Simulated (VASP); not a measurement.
Ti:

```
Ti
1.0
     0.00000    1.98856    1.98856
     1.98856    0.00000    1.98856
     1.98856    1.98856    0.00000
Ti
1
Direct
  0.00000 0.00000 0.00000
```

This isn't the form of Ti at room conditions, which is hcp.

Base run:

| Property | Result |
| --- | --- |
| Program | VASP 6.6.1 |
| Functional | LDA |
| Potentials or basis | VASP PAW LDA potentials, release 64 (Ti_sv) |
| Cutoff | 500 eV |
| k mesh | 15 × 15 × 15 |
| Occupations | fermi-dirac, width 0.05 eV |
| Spin | no spin polarisation |

Its results: band gap on the k mesh zero (bands 6 and 7 overlap by 1.23 eV); pressure 2.2 GPa.

Problem. The run is repeated on the same cell with these changes: cutoff from 500 eV to 400 eV; further incar settings from ALGO = Normal; EDIFF = 1e-06; NBANDS = 12 to ALGO = Normal; EDIFF = 1e-08; NBANDS = 12. What comes out?

Solution. Band gap on the k mesh zero (bands 6 and 7 overlap by 1.23 eV); pressure 1.4 GPa.
